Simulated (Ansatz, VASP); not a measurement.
## One calculation of Se, two programs

The input INCAR:

```
ALGO = Normal ; EDIFF = 1E-6
ENCUT = 520 ; GGA = PE
ISIF = 2 ; ISMEAR = -1
LASPH = True ; LCHARG = False
LREAL = False ; LWAVE = False
NBANDS = 16 ; NELM = 100
PREC = Accurate ; SIGMA = 0.03
```

KPOINTS

```
k-points
0
Gamma
  6 6 5
```

The input POSCAR:

```
Se
1.0
    4.3071900132      0.0000000000      0.0000000000
   -2.1535950066      3.7301359704      0.0000000000
    0.0000000000      0.0000000000      4.8866512526
Se
3
Direct
    0.2254000000      0.0000000000      0.3333333333
    0.0000000000      0.2254000000      0.6666666667
    0.7746000000      0.7746000000      0.0000000000
```

Input for Ansatz:

```yaml
crystal:
  lattice:
    - [4.3071900132, 0.0, 0.0]
    - [-2.1535950066, 3.7301359704, 0.0]
    - [0.0, 0.0, 4.8866512526]
  atoms:
    - { symbol: Se, position: [0.2254, 0.0, 0.3333333333] }
    - { symbol: Se, position: [0.0, 0.2254, 0.6666666667] }
    - { symbol: Se, position: [0.7746, 0.7746, 0.0] }
kpoints:
  mp_grid: { grid: [6, 6, 5] }
  band_path:
    path:
      - [0.0, 0.0, 0.0]
      - [0.5, 0.0, 0.0]
      - [0.3333333333, 0.3333333333, 0.0]
      - [0.0, 0.0, 0.0]
      - [0.0, 0.0, 0.5]
      - [0.5, 0.0, 0.5]
      - [0.3333333333, 0.3333333333, 0.5]
      - [0.0, 0.0, 0.5]
      - [0.5, 0.0, 0.5]
    npoints: 5
scf:
  occupations: { method: fermi_dirac, width: 0.03 }
hamiltonian:
  xc: pbe
  pseudopotentials: { kind: all_electron, lapw: { basis_error: 0.001 } }
output:
  forces: true
  stress: true
  eigenvalues: true
```

Change from the starting cell: volume scaled by 0.96.

Alike in both runs: task single point; functional PBE; k mesh 6 × 6 × 5; occupations fermi-dirac, width 0.03 eV; no spin polarisation.

|  | VASP | Ansatz |
| --- | --- | --- |
| version | VASP 6.6.1 | Ansatz 0.2.0 |
| potentials or method | VASP PAW PBE potentials, release 64 (Se), cutoff 520 eV | all-electron LAPW, scalar-relativistic |

Ansatz gave:

* gap on the k mesh at the Fermi level (eV): 1.29
* pressure (GPa): 5.5
* traceless stress, the component that is largest in VASP (GPa): 2.16
* rms of the force components (eV/Å): 0.486

Task: Estimate VASP's values.

Result: gap on the k mesh at the Fermi level (eV): 1.29; pressure (GPa): 5.7; traceless stress, the component that is largest in VASP (GPa): 2.23; rms of the force components (eV/Å): 0.513.

Atom by atom the forces differ by 0.027 eV/Å (rms over components). Ansatz ran all-electron here, and VASP with PAW potentials.
